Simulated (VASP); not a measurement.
# Pb (P6_3/mmc) in VASP: notebook

The runs below take Pb through single point, with RPBE.

Everything below comes from runs of VASP 6.6.1. Logs are shortened: lines on timing, memory, paths and dates and some standing lists are left out, and cuts for length are marked.

## (1) The cell of the first run

Symmetry: P6_3/mmc, No. 194, hexagonal system. The conventional cell has a = 3.603 Å, b = 3.603 Å, c = 5.906 Å, α = 90.00°, β = 90.00°, γ = 120.00°. Within 4.7 Å of Pb (site symmetry -6m2) lie 12 Pb at 3.60 to 3.61 Å.

## (2) Single point, RPBE

File INCAR:

```
SYSTEM = Pb
  ALGO = Normal
  EDIFF = 1E-7
  ENCUT = 520
  GGA = RP
  ISIF = 2
  ISMEAR = -1
  LASPH = .TRUE.
  LCHARG = .TRUE.
  LELF = .TRUE.
  LREAL = .FALSE.
  LVHAR = .TRUE.
  LWAVE = .FALSE.
  NBANDS = 21
  NELM = 60
  PREC = Accurate
  SIGMA = 0.1
```

File KPOINTS:

```
k-points
0
G
  11 11 6
  0 0 0
```

File POSCAR:

```
Pb
1.0
    3.6025554359      0.0000000000      0.0000000000
   -1.8012777180      3.1199045260      0.0000000000
    0.0000000000      0.0000000000      5.9059201195
Pb
2
Direct
    0.3333333333      0.6666666667      0.2500000000
    0.6666666667      0.3333333333      0.7500000000
```

Potentials or basis: VASP PAW PBE potentials, release 64 (Pb_d).

On the command line:

```sh
> cat potpaw_PBE.64/Pb_d/POTCAR > POTCAR
> mpirun -np 1 vasp_std > vasp.out
```

OUTCAR:

```text
SYSTEM = Pb
   EDIFF = 1E-7
   ENCUT = 520
   GGA = RP
   ISIF = 2
   ISMEAR = -1
   LASPH = .TRUE.
   LREAL = .FALSE.
   NELM = 60
   PREC = Accurate

 ion  position               nearest neighbor table
   1  0.333  0.667  0.250-   2 3.61   2 3.61   2 3.61   2 3.61   2 3.61   2 3.61
   2  0.667  0.333  0.750-   1 3.61   1 3.61   1 3.61   1 3.61   1 3.61   1 3.61

  LATTYP: Found a hexagonal cell.
 ALAT       =     3.6025554359
 C/A-ratio  =     1.6393696709

  Lattice vectors:

 A1 = (   3.6025554359,   0.0000000000,   0.0000000000)
 A2 = (  -1.8012777180,   3.1199045260,   0.0000000000)
 A3 = (   0.0000000000,   0.0000000000,   5.9059201195)

Analysis of symmetry for initial positions (statically):
=====================================================================
 Subroutine PRICEL returns:
 Original cell was already a primitive cell.

 Routine SETGRP: Setting up the symmetry group for a
 hexagonal supercell.

 Subroutine GETGRP returns: Found 24 space group operations
 (whereof 12 operations were pure point group operations)
 out of a pool of 24 trial point group operations.

The static configuration has the point symmetry D_3d.
 The point group associated with its full space group is D_6h.

Analysis of symmetry for dynamics (positions and initial velocities):
=====================================================================
 Subroutine PRICEL returns:
 Original cell was already a primitive cell.

 Routine SETGRP: Setting up the symmetry group for a
 hexagonal supercell.

 Subroutine GETGRP returns: Found 24 space group operations
 (whereof 12 operations were pure point group operations)
 out of a pool of 24 trial point group operations.

The dynamic configuration has the point symmetry D_3d.
 The point group associated with its full space group is D_6h.

 Subroutine INISYM returns: Found 24 space group operations
 (whereof 12 operations are pure point group operations),
 and found     1 'primitive' translations

----------------------------------------------------------------------------------------

                                     Primitive cell

  volume of cell :      66.3804

  direct lattice vectors                    reciprocal lattice vectors
     3.602555436  0.000000000  0.000000000     0.277580739  0.160261314  0.000000000
    -1.801277718  3.119904526  0.000000000     0.000000000  0.320522629  0.000000000
     0.000000000  0.000000000  5.905920120     0.000000000  0.000000000  0.169321626

  length of vectors
     3.602555436  3.602555436  5.905920120     0.320522629  0.320522629  0.169321626

  position of ions in fractional coordinates (direct lattice)
     0.333333333  0.666666667  0.250000000
     0.666666667  0.333333333  0.750000000

  ion indices of the primitive-cell ions
   primitive index   ion index
                 1           1
                 2           2

----------------------------------------------------------------------------------------

 KPOINTS: k-points

Automatic generation of k-mesh.
 Grid dimensions read from file:
 generate k-points for:   11   11    6

 Generating k-lattice:

  Cartesian coordinates                     Fractional coordinates (reciprocal lattice)
     0.025234613  0.014569210  0.000000000     0.090909091 -0.000000000  0.000000000
     0.000000000  0.029138421  0.000000000     0.000000000  0.090909091  0.000000000
     0.000000000  0.000000000  0.028220271     0.000000000  0.000000000  0.166666667

  Length of vectors
     0.029138421  0.029138421  0.028220271

  Shift w.r.t. Gamma in fractional coordinates (k-lattice)
     0.000000000  0.000000000  0.000000000

 Subroutine IBZKPT returns following result:
 ===========================================

 Found     64 irreducible k-points:

 Following reciprocal coordinates:
            Coordinates               Weight
  0.000000  0.000000  0.000000      1.000000
  0.090909  0.000000  0.000000      6.000000
  0.181818  0.000000  0.000000      6.000000
  0.272727  0.000000  0.000000      6.000000
  0.363636  0.000000  0.000000      6.000000
  0.454545 -0.000000  0.000000      6.000000
[... 16 lines left out ...]
  0.090909  0.090909  0.166667     12.000000
  0.181818  0.090909  0.166667     24.000000
 [... further k-points ...]
   k-points           NKPTS =     64   k-points in BZ     NKDIM =     64   number of bands    NBANDS=     21
   number of dos      NEDOS =    301   number of ions     NIONS =      2
   total plane-waves  NPLWV =  37632
   dimension x,y,z NGX =    28 NGY =   28 NGZ =   48
   dimension x,y,z NGXF=    56 NGYF=   56 NGZF=   96
   ions per type =               2
   NGX,Y,Z   is equivalent  to a cutoff of  12.92, 12.92, 13.51 a.u.
   NGXF,Y,Z  is equivalent  to a cutoff of  25.84, 25.84, 27.02 a.u.
 SYSTEM =  Pb
   PREC   = accura    normal or accurate (medium, high low for compatibility)
   ISTART =      0    job   : 0-new  1-cont  2-samecut
   ICHARG =      2    charge: 1-file 2-atom 10-const
   ISPIN  =      1    spin polarized calculation?
   LNONCOLLINEAR =      F non collinear calculations
   LSORBIT =      F    spin-orbit coupling
   LASPH  =      T    aspherical Exc in radial PAW
   ENCUT  =  520.0 eV  38.22 Ry    6.18 a.u.   6.70  6.70 10.98*2*pi/ulx,y,z
   NELM   =     60;   NELMIN=  2; NELMDL= -5     # of ELM steps
   EDIFF  = 0.1E-06   stopping-criterion for ELM
   LREAL  =      F    real-space projection
   EDIFFG = 0.1E-05   stopping-criterion for IOM
   NSW    =      0    number of steps for IOM
   IBRION =     -1    ionic relax: 0-MD 1-quasi-New 2-CG
   NFREE  =      0    steps in history (QN), initial steepest desc. (CG)
   ISIF   =      2    stress and relaxation
   ISYM   =      2    0-nonsym 1-usesym 2-fastsym
   POTIM  = 0.5000    time-step for ionic-motion
   TEBEG  =    0.0;   TEEND  =   0.0 temperature during run
   PSTRESS=    0.0 pullay stress
   NELECT =      28.0000    total number of electrons
   NUPDOWN=      -1.0000    fix difference up-down
   EMIN   =  10.00;   EMAX   =-10.00  energy-range for DOS
   EFERMI =   0.00;   METHOD = LEGACY
   ISMEAR =    -1;   SIGMA  =   0.10  broadening in eV -4-tet -1-fermi 0-gaus
   EFERMI_NEDOS =   21; number of points for ismear=-14 and -15
   IALGO  =     38    algorithm
   IMIX   =      4    mixing-type and parameters
     AMIX     =   0.40;   BMIX     =  1.00
     AMIX_MAG =   1.60;   BMIX_MAG =  1.00
  volume/ion in A,a.u.               =      33.19       223.98
  Fermi-wavevector in a.u.,A,eV,Ry     =   1.227762  2.320135 20.509429  1.507400
  Thomas-Fermi vector in A             =   2.362713
   LORBIT       =      0    0 simple, 1 ext, 2 COOP (PROOUT), +10 PAW based schemes
   GGA     = RP    functional components
   LHFCALC =     F    Hartree Fock is set to
   AEXX    =    0.0000 exact exchange contribution
   IVDW    =     0    specifies the selected vdW correction
   LEPSILON=     F    determine dielectric tensor
   LRPA    =     F    only Hartree local field effects (RPA)
 non-spin polarized calculation
  energy-cutoff  :      520.00
  volume of cell :       66.38
 maximum number of plane-waves:      1810
 NGX is ok and might be reduce to    28
   NGX = 13   NGY = 13   NGZ = 21

 number of electron      28.0000001 magnetization

 Free energy of the ion-electron system (eV)
  ---------------------------------------------------
  ext. energy  EPLUGINS =         0.00000000
  ---------------------------------------------------
  free energy    TOTEN  =        -6.35207243 eV

  energy without entropy =       -6.31407163  energy(sigma->0) =       -6.33307203

 E-fermi :   6.4101     XC(G=0):  -9.6589

 val. band max:        6.3538852349   @ k =   0.2727   0.1818   0.1667
 cond. band min:       6.4741082928   @ k =   0.1818   0.1818   0.0000
 fundamental gap:      0.1202230579
 Fermi energy:         6.4101025510

 k-point     1 :       0.0000    0.0000    0.0000
  band No.  band energies     occupation
      1     -10.6699      2.00000
      2     -10.6598      2.00000
      3     -10.6428      2.00000
      4     -10.6428      2.00000
      5     -10.6282      2.00000
      6     -10.6282      2.00000
[... 13 lines left out ...]
     20      15.2560      0.00000
     21      17.3627      0.00000

 k-point     2 :       0.0909    0.0000    0.0000
  band No.  band energies     occupation
      1     -10.6720      2.00000
      2     -10.6585      2.00000
      3     -10.6335      2.00000
      4     -10.6280      2.00000
      5     -10.6226      2.00000
      6     -10.6137      2.00000
[... 13 lines left out ...]
     20      15.7603      0.00000
     21      16.9271      0.00000

 k-point     3 :       0.1818    0.0000    0.0000
  band No.  band energies     occupation
      1     -10.6949      2.00000
      2     -10.6417      2.00000
      3     -10.6274      2.00000
      4     -10.6136      2.00000
      5     -10.6063      2.00000
      6     -10.5883      2.00000
[... 13 lines left out ...]
     20      15.8434      0.00000
     21      16.6501      0.00000

 k-point     4 :       0.2727    0.0000    0.0000
  band No.  band energies     occupation
      1     -10.7231      2.00000
      2     -10.6465      2.00000
      3     -10.6415      2.00000
      4     -10.6227      2.00000
      5     -10.5991      2.00000
      6     -10.5360      2.00000
[... 13 lines left out ...]
     20      15.1657      0.00000
     21      16.2725      0.00000

 k-point     5 :       0.3636    0.0000    0.0000
  band No.  band energies     occupation
      1     -10.7475      2.00000
      2     -10.6694      2.00000
      3     -10.6567      2.00000
      4     -10.6368      2.00000
      5     -10.5697      2.00000
      6     -10.5489      2.00000
[... 13 lines left out ...]
     20      14.7099      0.00000
     21      15.9557      0.00000

 k-point     6 :       0.4545   -0.0000    0.0000
  band No.  band energies     occupation
      1     -10.7616      2.00000
      2     -10.6869      2.00000
      3     -10.6635      2.00000
      4     -10.6448      2.00000
      5     -10.5614      2.00000
      6     -10.5523      2.00000
[... 13 lines left out ...]
     20      14.4682      0.00000
     21      15.7968      0.00000

 k-point     7 :       0.0909    0.0909    0.0000
  band No.  band energies     occupation
      1     -10.6698      2.00000
      2     -10.6681      2.00000
      3     -10.6181      2.00000
      4     -10.6170      2.00000
      5     -10.6052      2.00000
      6     -10.6045      2.00000
[... 13 lines left out ...]
     20      15.7097      0.00000
     21      16.2937      0.00000
[... 291 lines left out ...]
      1     -10.7192      2.00000
      2     -10.6572      2.00000
      3     -10.6506      2.00000
      4     -10.6151      2.00000
      5     -10.5865      2.00000
      6     -10.5530      2.00000
[... 13 lines left out ...]
     20      14.4507      0.00000
     21      15.5857      0.00000

 k-point    21 :       0.3636    0.0000    0.1667
  band No.  band energies     occupation
      1     -10.7421      2.00000
      2     -10.6794      2.00000
      3     -10.6618      2.00000
      4     -10.6258      2.00000
      5     -10.5792      2.00000
      6     -10.5455      2.00000
[... 13 lines left out ...]
     20      13.9137      0.00000
     21      15.9427      0.00000

 k-point    22 :       0.4545   -0.0000    0.1667
  band No.  band energies     occupation
      1     -10.7552      2.00000
      2     -10.6957      2.00000
      3     -10.6680      2.00000
      4     -10.6326      2.00000
      5     -10.5886      2.00000
      6     -10.5311      2.00000
[... 13 lines left out ...]
     20      13.7049      0.00000
     21      16.6291      0.00000

 k-point    23 :       0.0909    0.0909    0.1667
  band No.  band energies     occupation
      1     -10.6701      2.00000
      2     -10.6659      2.00000
      3     -10.6403      2.00000
      4     -10.6214      2.00000
      5     -10.6084      2.00000
      6     -10.5964      2.00000
[... 13 lines left out ...]
     20      15.4193      0.00000
     21      16.3723      0.00000

 k-point    24 :       0.1818    0.0909    0.1667
  band No.  band energies     occupation
      1     -10.6924      2.00000
      2     -10.6541      2.00000
      3     -10.6443      2.00000
      4     -10.6156      2.00000
      5     -10.6044      2.00000
      6     -10.5709      2.00000
[... 13 lines left out ...]
     20      15.2006      0.00000
     21      15.6528      0.00000

 [... further k-points ...]

------------------------ aborting loop because EDIFF is reached ----------------------------------------

  FORCE on cell =-STRESS in cart. coord.  units (eV):
  Direction    XX          YY          ZZ          XY          YZ          ZX
  --------------------------------------------------------------------------------------
  -------------------------------------------------------------------------------------
  Total       -0.1124864     -0.1124864     -0.0720248      0.0000000      0.0000000      0.0000000
  in kB       -2.7150074     -2.7150074     -1.7384143      0.0000000      0.0000000      0.0000000
  external PRESSURE =      -2.3894764 kB  Pullay stress =       0.0000000 kB

 VOLUME and BASIS-vectors are now :
 -----------------------------------------------------------------------------
  energy-cutoff  :      520.00
  volume of cell :       66.38
      direct lattice vectors                 reciprocal lattice vectors
     3.602555436  0.000000000  0.000000000     0.277580739  0.160261314  0.000000000
    -1.801277718  3.119904526  0.000000000     0.000000000  0.320522629  0.000000000
     0.000000000  0.000000000  5.905920120     0.000000000  0.000000000  0.169321626

 POSITION                                       TOTAL-FORCE (eV/Angst)
 -----------------------------------------------------------------------------------
     -0.00000      2.07994      1.47648        -0.000000      0.000000      0.000000
      1.80128      1.03997      4.42944         0.000000     -0.000000      0.000000
 -----------------------------------------------------------------------------------
    total drift:                                0.000000     -0.000000      0.000000

  FREE ENERGIE OF THE ION-ELECTRON SYSTEM (eV)
  ---------------------------------------------------
  free  energy   TOTEN  =        -6.3520724263 eV

  energy  without entropy=       -6.3140716266  energy(sigma->0) =       -6.33307203
```

Run time: 46 s. Hardware: 1 thread of Intel Xeon 6975P-C (Granite Rapids), shared host; peak memory 0.21 GiB.

What came out:

* Free energy: -6.3521 eV
* Pressure: -0.2 GPa
* Band gap on the k mesh: zero (band 14 reaches 11.67 eV, above the bottom of band 15 at 5.02 eV)

Stress tensor (GPa, compression positive):
```
-0.27  0.00  0.00
 0.00 -0.27  0.00
 0.00  0.00 -0.17
```

Levels at points of the mesh, in eV from the Fermi level:
```
           k point  band 10  band 11  band 12  band 13  band 14  band 15  band 16  band 17  band 18  band 19
(0.00, 0.00, 0.00)   -16.87   -11.14    -8.04    -3.75     5.17     5.17     6.74     6.74     6.82     8.25
(0.00, 0.00, 0.50)   -16.92   -10.07   -10.07     0.61     0.61     5.92     5.92     5.92     5.92     9.00
```

Caveat: the PAW data sets were made with another functional, which shifts forces and pressure a little; spin-orbit coupling is left out, which moves the levels of the heavy elements.

(Continued in part 2 of 3.)
